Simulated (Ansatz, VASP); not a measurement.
AlN in VASP and in Ansatz

File INCAR:

```
SYSTEM = AlN
ALGO     = Normal         ! electronic algorithm
EDIFF    = 1E-6           ! SCF threshold, eV
ENCUT    = 520            ! plane-wave cutoff, eV
ISIF     = 2              ! what is computed and relaxed
ISMEAR   = 0              ! smearing method
LASPH    = .TRUE.         ! aspherical terms in the spheres
LCHARG   = .TRUE.         ! write CHGCAR
LELF     = .TRUE.         ! ELF
LREAL    = .FALSE.        ! projectors in reciprocal space
LVHAR    = .TRUE.       
LWAVE    = .FALSE.        ! write WAVECAR
NBANDS   = 11             ! bands
NELM     = 100            ! most SCF steps
PREC     = Accurate       ! precision mode
SIGMA    = 0.05           ! smearing width, eV
```

Contents of KPOINTS:

```
k-points
0
G
  10 10 10
  0 0 0
```

Contents of POSCAR:

```
AlN
1.0
    0.0000000000      2.1839935596      2.1839935596
    2.1839935596      0.0000000000      2.1839935596
    2.1839935596      2.1839935596      0.0000000000
Al N
1 1
Direct
   -0.0099133237     -0.0099133237     -0.0099133237
    0.7500000000      0.7500000000      0.7500000000
```

Input for Ansatz:

```yaml
crystal:
  lattice:
    - [0.0, 2.1839935596, 2.1839935596]
    - [2.1839935596, 0.0, 2.1839935596]
    - [2.1839935596, 2.1839935596, 0.0]
  atoms:
    - { symbol: Al, position: [-0.0099133237, -0.0099133237, -0.0099133237] }
    - { symbol: "N", position: [0.75, 0.75, 0.75] }
basis:
  ecutwfc: 420
kpoints:
  mp_grid: { grid: [10, 10, 10] }
hamiltonian:
  xc: lda
scf:
  occupations: { method: gaussian, width: 0.05 }
output:
  forces: true
  stress: true
  eigenvalues: true
  write_density: true
  write_potential: true
  elf: true
  volumetric_format: npy
```

Change from the starting cell: all Al atoms moved +0.075 Å, as atom 1 towards its neighbour atom 2 (N) at 1.891 Å.

Alike in both runs: task single point; functional LDA; k mesh 10 × 10 × 10; occupations gaussian, width 0.05 eV; no spin polarisation.

```csv
,VASP,Ansatz
version,VASP 6.6.1,Ansatz 0.2.0
potentials or method,"VASP PAW LDA potentials, release 64 (Al, N), cutoff 520 eV","scalar-relativistic, plane waves, PAW"
valence electrons in the cell,8,8
```

|  | VASP | Ansatz | Ansatz less VASP |
| --- | --- | --- | --- |
| gap on the k mesh at the Fermi level (eV) | 3.11 | 3.13 | +0.020 |
| least direct gap on the mesh (eV) | 4.11 | 4.11 | -0.006 |
| pressure (GPa) | -2.2 | -2.8 | -0.59 |
| traceless stress, the component that is largest in VASP (GPa) | 3.52 | 3.38 | -0.146 |
| rms of the force components (eV/Å) | 0.751 | 0.737 | -0.0146 |

LDA's correlation is that of Perdew and Zunger in VASP and of Perdew and Wang (1992) in Ansatz. Atom by atom the forces differ by 0.015 eV/Å (rms over components).
